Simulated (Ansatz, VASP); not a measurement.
Two plane-wave programs on WC

The input INCAR:

```
PREC     = Accurate       # precision mode
ENCUT    = 520            # plane-wave cutoff, eV
EDIFF    = 1E-6           # SCF threshold, eV
ISMEAR   = -1             # smearing method
SIGMA    = 0.15           # smearing width, eV
LREAL    = F              # projectors in reciprocal space
LASPH    = T              # aspherical terms in the spheres
NELM     = 60             # most SCF steps
ALGO     = Normal         # electronic algorithm
ISIF     = 2              # what is computed and relaxed
LWAVE    = F              # write WAVECAR
LCHARG   = F              # write CHGCAR
NBANDS   = 16             # bands
```

KPOINTS

```
regular mesh
0
Gamma
  8 8 8
```

File POSCAR:

```
WC
1.0
    0.0000000000      2.1926800000      2.1926800000
    2.1926800000      0.0000000000      2.1926800000
    2.1926800000      2.1926800000      0.0000000000
W C
1 1
Direct
    0.9948914968      0.0214285032      0.9974185032
    0.4918800000      0.5087100000      0.5022500000
```

Input for Ansatz:

```yaml
crystal:
  lattice:
    - [0.0, 2.19268, 2.19268]
    - [2.19268, 0.0, 2.19268]
    - [2.19268, 2.19268, 0.0]
  atoms:
    - { symbol: W, position: [0.9948914967984385, 0.02142850320156156, 0.9974185032015616] }
    - { symbol: C, position: [0.49188, 0.50871, 0.50225] }
basis:
  ecutwfc: 540.0
  xc_grid: 2
kpoints:
  mp_grid:
    grid: [8, 8, 8]
hamiltonian:
  xc: lda
scf:
  convergence:
    dr2_threshold: 1.0e-09
  occupations:
    method: fermi_dirac
    width: 0.15
output:
  forces: true
  stress: true
```

Alike in both runs: task single point; functional LDA; k mesh 8 × 8 × 8; occupations fermi-dirac, width 0.15 eV; no spin polarisation.

|  | VASP | Ansatz |
| --- | --- | --- |
| version | VASP 6.6.1 | Ansatz 0.2.0 |
| potentials or method | VASP PAW LDA potentials, release 64 (W_sv, C), cutoff 520 eV | plane waves, PAW |
| valence electrons in the cell | 18 | 18 |

```csv
,VASP,Ansatz,Ansatz less VASP
pressure (GPa),-13.0,-15.1,-2.11
"traceless stress, the component that is largest in VASP (GPa)",0.35,0.35,-0.003
rms of the force components (eV/Å),0.138,0.133,-0.0048
```

LDA's correlation is that of Perdew and Zunger in VASP and of Perdew and Wang (1992) in Ansatz. Atom by atom the forces differ by 0.005 eV/Å (rms over components). Ansatz's warnings: stress scf threshold loose.

Spin-orbit coupling is off throughout.
